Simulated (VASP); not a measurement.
AlN:

```xyz
2
Lattice="0.0000 2.2205 2.1849 2.1849 0.0000 2.1849 2.1849 2.2205 0.0000" Properties=species:S:1:pos:R:3 pbc="T T T"
Al    0.0000    0.0000    0.0000
N     3.2773    3.3307    3.2773
```

This cell differs from its parent crystal: uniaxial y strain +1.6%.

Base run:

- Program: VASP 6.6.1
- Functional: r2SCAN
- Potentials or basis: VASP PAW PBE potentials, release 64 (Al, N)
- Cutoff: 520 eV
- k mesh: 10 × 10 × 10
- Occupations: gaussian, width 0.01 eV
- Spin: no spin polarisation

Its results: band gap on the k mesh 3.87 eV, indirect (least direct gap 4.71 eV); pressure -3.7 GPa.

**Question.** The run is repeated on the same cell with these changes: functional from r2SCAN to PBE; k mesh from 10 × 10 × 10 to 6 × 6 × 6. What comes out?

**Answer.** Band gap on the k mesh 3.26 eV, indirect (least direct gap 4.02 eV); pressure 1.0 GPa.

Several settings changed at once, so the effect can't be laid on one alone.

Caveats: the PAW data sets were made with another functional, which shifts forces and pressure a little (some runs).

A k mesh can miss the band edges.
